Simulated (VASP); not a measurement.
# MgO (Pm) in VASP: further runs, part 2 of 2

VASP 6.6.1. Earlier steps stand in the parts before.

## (3) Single point, PBE (atom 1 (Mg) moved by (-0.600, +0.000) A along x and y)

Contents of INCAR:

```
PREC = Accurate
ENCUT = 520
EDIFF = 1E-6
ISMEAR = 0
SIGMA = 0.05
LREAL = F
LASPH = T
NELM = 80
ALGO = Normal
ISIF = 2
LWAVE = F
LCHARG = F
GGA = PE
NBANDS = 11
```

Contents of KPOINTS:

```
regular mesh
0
Gamma
  9 9 8
```

Contents of POSCAR:

```
MgO
1.0
    2.9380209034      0.0000000000      0.0000000000
   -1.4690104517      2.5444007392      0.0000000000
    0.0000000000      0.0000000000      2.6796800000
Mg O
1 1
Direct
   -0.2042191052      0.0000000000      0.0000000000
    0.3333333333      0.6666666667      0.5000000000
```

Potentials or basis: VASP PAW PBE potentials, release 64 (Mg, O).

Launch:

```bash
cat potpaw_PBE.64/Mg/POTCAR potpaw_PBE.64/O/POTCAR > POTCAR
mpirun -np 1 vasp_std > vasp.out
```

OUTCAR:

```text
PREC = Accurate
   ENCUT = 520
   EDIFF = 1E-6
   ISMEAR = 0
   LREAL = F
   LASPH = T
   NELM = 80
   ISIF = 2
   GGA = PE

 ion  position               nearest neighbor table
   1  0.796  0.000  0.000-   2 1.81   2 1.81   2 2.24   2 2.24   2 2.61   2 2.61
   2  0.333  0.667  0.500-   1 1.81   1 1.81   1 2.24   1 2.24   1 2.61   1 2.61

  LATTYP: Found a hexagonal cell.
 ALAT       =     2.9380209034
 C/A-ratio  =     0.9120697531

  Lattice vectors:

 A1 = (   2.9380209034,   0.0000000000,   0.0000000000)
 A2 = (  -1.4690104517,   2.5444007392,   0.0000000000)
 A3 = (   0.0000000000,   0.0000000000,   2.6796800000)

Analysis of symmetry for initial positions (statically):
=====================================================================
 Subroutine PRICEL returns:
 Original cell was already a primitive cell.

 Routine SETGRP: Setting up the symmetry group for a
 hexagonal supercell.

 Subroutine GETGRP returns: Found  2 space group operations
 (whereof  2 operations were pure point group operations)
 out of a pool of 24 trial point group operations.

The static configuration has the point symmetry C_1h.

Analysis of symmetry for dynamics (positions and initial velocities):
=====================================================================
 Subroutine PRICEL returns:
 Original cell was already a primitive cell.

 Routine SETGRP: Setting up the symmetry group for a
 hexagonal supercell.

 Subroutine GETGRP returns: Found  2 space group operations
 (whereof  2 operations were pure point group operations)
 out of a pool of 24 trial point group operations.

The dynamic configuration has the point symmetry C_1h.

 Subroutine INISYM returns: Found  2 space group operations
 (whereof  2 operations are pure point group operations),
 and found     1 'primitive' translations

[... 119 lines left out ...]
   GGA     = PE    functional components
   LHFCALC =     F    Hartree Fock is set to
   AEXX    =    0.0000 exact exchange contribution
   IVDW    =     0    specifies the selected vdW correction
   LEPSILON=     F    determine dielectric tensor
   LRPA    =     F    only Hartree local field effects (RPA)
 non-spin polarized calculation
 Gauss-broadening in eV      SIGMA  =   0.05
  energy-cutoff  :      520.00
  volume of cell :       20.03
 maximum number of plane-waves:       562
 NGX is ok and might be reduce to    24
   NGX = 11   NGY = 11   NGZ =  9

 number of electron       7.9999996 magnetization

 Free energy of the ion-electron system (eV)
  ---------------------------------------------------
  ext. energy  EPLUGINS =         0.00000000
  ---------------------------------------------------
  free energy    TOTEN  =       -10.50196049 eV

  energy without entropy =      -10.50196049  energy(sigma->0) =      -10.50196049

 E-fermi :   3.7003     XC(G=0): -10.6512

 val. band max:        3.5091012334   @ k =   0.0000   0.0000   0.5000
 cond. band min:       5.9682086015   @ k =   0.0000   0.0000   0.0000
 fundamental gap:      2.4591073681
 Fermi energy:         3.7002978244

 k-point     1 :       0.0000    0.0000    0.0000
  band No.  band energies     occupation
      1     -14.2796      2.00000
      2       2.3001      2.00000
      3       2.5387      2.00000
      4       2.9517      2.00000
      5       5.9682      0.00000
      6      15.3800      0.00000
      7      18.4783      0.00000
      8      19.7251      0.00000
      9      21.7799      0.00000
     10      23.7347      0.00000
     11      26.1912      0.00000
[... 309 lines left out ...]
 k-point    24 :      -0.1111    0.4444    0.0000
  band No.  band energies     occupation
      1     -13.3639      2.00000
      2      -1.1561      2.00000
      3       1.5273      2.00000
      4       2.7791      2.00000
      5      10.0700      0.00000
      6      13.3168      0.00000
      7      17.3975      0.00000
      8      20.0137      0.00000
      9      22.2999      0.00000
     10      26.8826      0.00000
     11      27.0405      0.00000

 [... further k-points ...]

------------------------ aborting loop because EDIFF is reached ----------------------------------------

  FORCE on cell =-STRESS in cart. coord.  units (eV):
  Direction    XX          YY          ZZ          XY          YZ          ZX
  --------------------------------------------------------------------------------------
  -------------------------------------------------------------------------------------
  Total        2.2598531      1.6197540      4.3447678      0.8457629      0.0000000      0.0000000
  in kB      180.7454831    129.5496690    347.4992096     67.6450256      0.0000000      0.0000000
  external PRESSURE =     219.2647872 kB  Pullay stress =       0.0000000 kB

 VOLUME and BASIS-vectors are now :
 -----------------------------------------------------------------------------
  energy-cutoff  :      520.00
  volume of cell :       20.03
      direct lattice vectors                 reciprocal lattice vectors
     2.938020903  0.000000000  0.000000000     0.340365175  0.196509926  0.000000000
    -1.469010452  2.544400739  0.000000000     0.000000000  0.393019851  0.000000000
     0.000000000  0.000000000  2.679680000     0.000000000  0.000000000  0.373178887

 POSITION                                       TOTAL-FORCE (eV/Angst)
 -----------------------------------------------------------------------------------
      2.33802      0.00000      0.00000         2.683178      2.509208      0.000000
     -0.00000      1.69627      1.33984        -2.683178     -2.509208      0.000000
 -----------------------------------------------------------------------------------
    total drift:                               -0.000281     -0.000188      0.000000

  FREE ENERGIE OF THE ION-ELECTRON SYSTEM (eV)
  ---------------------------------------------------
  free  energy   TOTEN  =       -10.5019604940 eV

  energy  without entropy=      -10.5019604940  energy(sigma->0) =      -10.50196049
```

stdout:

```text
POSCAR found type information on POSCAR MgO
 POSCAR found :  2 types and       2 ions
 scaLAPACK will be used
 LDA part: xc-table for (Slater+PW92), standard interpolation
 POSCAR, INCAR and KPOINTS ok, starting setup
 FFT: planning ... GRIDC
 FFT: planning ... GRID_SOFT
 FFT: planning ... GRID
 WAVECAR not read
 entering main loop
```

Wall time 23 s (1 thread of Intel Xeon Platinum 8124M at 3.00GHz (Skylake/Cascade Lake), shared host); peak memory 0.17 GiB.

Results:

* Free energy: -10.5020 eV
* Pressure: 21.9 GPa
* Largest force: 3.674 eV/Å
* Band gap on the k mesh: 2.46 eV, indirect (least direct gap 3.02 eV)

Forces on the atoms (eV/Å):
```
Mg   2.683  2.509  0.000
O   -2.683 -2.509  0.000
```

Caveat: the cell differs from its parent crystal (atom 1 (Mg) moved by (-0.600, +0.000) A along x and y); forces of over 1 eV/Å act on the atoms, so gaps and moduli don't describe the material at rest. A k mesh can miss the band edges.

## (4) Single point, PBE (atom 1 (Mg) moved by (-0.300, -0.600) A along x and y)

Contents of INCAR:

```
SYSTEM = MgO
  PREC = Accurate
  ENCUT = 520
  EDIFF = 1E-6
  ISMEAR = 0
  SIGMA = 0.05
  LREAL = .FALSE.
  LASPH = .TRUE.
  NELM = 80
  ALGO = Normal
  ISIF = 2
  LWAVE = .FALSE.
  LCHARG = .TRUE.
  GGA = PE
  LELF = .TRUE.
  LVHAR = .TRUE.
  NBANDS = 11
```

Contents of KPOINTS:

```
regular mesh
0
G
  9 9 8
  0 0 0
```

Edit POSCAR of step 3 so:

```diff
@@ -8,3 +8,3 @@
 Direct
-   -0.2042191052      0.0000000000      0.0000000000
+   -0.2200155080     -0.2358119107      0.0000000000
     0.3333333333      0.6666666667      0.5000000000
```

Launch:

```bash
cat potpaw_PBE.64/Mg/POTCAR potpaw_PBE.64/O/POTCAR > POTCAR
mpirun -np 1 vasp_std > vasp.out
```

Wall time 22 s (1 thread of Intel Xeon Platinum 8124M at 3.00GHz (Skylake/Cascade Lake), shared host); peak memory 0.17 GiB.

It converged, with:

```
Free energy            : -10.4233 eV
Pressure               : 24.3 GPa
Largest force          : 3.912 eV/Å
Band gap on the k mesh : 2.40 eV, indirect (least direct gap 2.93 eV)
```

Forces on the atoms (eV/Å):
```
Mg   3.812  0.877  0.000
O   -3.812 -0.877  0.000
```

Stress tensor (GPa, compression positive):
```
22.38  4.78  0.00
 4.78 11.81  0.00
 0.00  0.00 38.68
```

Levels at points of the mesh, in eV from the valence-band top:
```csv
k point,band 2,band 3,band 4,band 5,band 6,band 7
"(0.00, 0.00, 0.00)",-1.25,-1.01,-0.52,2.40,11.89,14.91
"(0.00, 0.00, 0.50)",-5.58,-0.95,0.00,7.61,7.97,17.83
```

Caveat: the cell differs from its parent crystal (atom 1 (Mg) moved by (-0.300, -0.600) A along x and y); forces of over 1 eV/Å act on the atoms, so gaps and moduli don't describe the material at rest. A k mesh can miss the band edges.

## (5) Single point, PBE (atom 1 (Mg) moved by (-0.300, +0.000) A along x and y)

Contents of INCAR:

```
ALGO = Normal
EDIFF = 1E-6
ENCUT = 520
GGA = PE
ISIF = 2
ISMEAR = 0
LASPH = T
LCHARG = F
LREAL = F
LWAVE = F
NBANDS = 11
NELM = 60
PREC = Accurate
SIGMA = 0.05
```

Contents of KPOINTS:

```
k-points
0
Gamma
  9 9 8
```

Edit POSCAR of step 4 so:

```diff
@@ -8,3 +8,3 @@
 Direct
-   -0.2200155080     -0.2358119107      0.0000000000
+   -0.1021095526      0.0000000000      0.0000000000
     0.3333333333      0.6666666667      0.5000000000
```

Launch:

```bash
cat potpaw_PBE.64/Mg/POTCAR potpaw_PBE.64/O/POTCAR > POTCAR
mpirun -np 1 vasp_std > vasp.out
```

Run time: 21 s. Hardware: 1 thread of Intel Xeon Platinum 8124M at 3.00GHz (Skylake/Cascade Lake), shared host; peak memory 0.17 GiB.

It converged, with:

- Free energy: -11.0674 eV
- Pressure: 5.0 GPa
- Largest force: 1.285 eV/Å
- Band gap on the k mesh: 2.73 eV, indirect (least direct gap 3.34 eV)

Forces on the atoms (eV/Å):
```
Mg   1.140  0.593  0.000
O   -1.140 -0.593  0.000
```

Stress tensor (GPa, compression positive):
```
5.55 1.08 0.00
1.08 2.20 0.00
0.00 0.00 7.23
```

Levels at points of the mesh, in eV from the valence-band top:
| k point | band 1 | band 2 | band 3 | band 4 | band 5 | band 6 | band 7 | band 8 | band 9 |
| --- | --- | --- | --- | --- | --- | --- | --- | --- | --- |
| (0.00, 0.00, 0.00) | -17.65 | -0.97 | -0.68 | -0.61 | 2.73 | 11.69 | 15.06 | 15.86 | 19.34 |
| (0.00, 0.00, 0.50) | -16.59 | -5.54 | -0.64 | 0.00 | 8.08 | 8.47 | 17.38 | 17.81 | 18.23 |

Caveat: the cell differs from its parent crystal (atom 1 (Mg) moved by (-0.300, +0.000) A along x and y); forces of over 1 eV/Å act on the atoms, so gaps and moduli don't describe the material at rest.
